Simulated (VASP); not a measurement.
A run of VASP 6.6.1 is set up as follows.

INCAR

```
SYSTEM = Na6HF5
ALGO = Normal
EDIFF = 1E-6
ENCUT = 520
GGA = PE
ISIF = 2
ISMEAR = 0
LASPH = .True.
LCHARG = .False.
LREAL = .False.
LWAVE = .False.
NBANDS = 51
NELM = 100
PREC = Accurate
SIGMA = 0.02
```

Contents of KPOINTS:

```
k-points
0
Gamma
  9 9 2
  0 0 0
```

POSCAR

```
Na6HF5
1.0
    3.3372462192      0.0000000000      0.0000000000
   -1.6686231096      2.8901400045      0.0000000000
    0.0000000000      0.0000000000     16.3474876902
Na F H
6 5 1
Direct
    0.0000000000      0.0000000000      0.0023320084
    0.3333333333      0.6666666667      0.1682295552
    0.6666666667      0.3333333333      0.3338563646
    0.0000000000      1.0000000000      0.4994769687
    0.3333333333      0.6666666667      0.6651037782
    0.6666666667      0.3333333333      0.8310013250
    0.0000000000      1.0000000000      0.2510439957
    0.6666666667      0.3333333333      0.0854353952
    0.3333333333      0.6666666667      0.4166666667
    0.0000000000      1.0000000000      0.7478979381
    0.6666666667      0.3333333333      0.5822893376
    0.3333333333      0.6666666667      0.9166666667
```

Potentials or basis: VASP PAW PBE potentials, release 64 (Na_pv, F, H).

Launch:

```console
$ cat potpaw_PBE.64/Na_pv/POTCAR potpaw_PBE.64/F/POTCAR potpaw_PBE.64/H/POTCAR > POTCAR
$ mpirun -np 1 vasp_std > vasp.out
```

(1) What does it give for the band gap on the k mesh?

(2) Predict the pressure.

(3) Estimate the largest force.

Answers

(1) 3.35 eV (least direct gap 5.34 eV).

(2) -0.1 GPa.

(3) 0.004 eV/Å.

Caveat: an odd mesh through Γ misses points on the zone boundary, where band edges can lie.
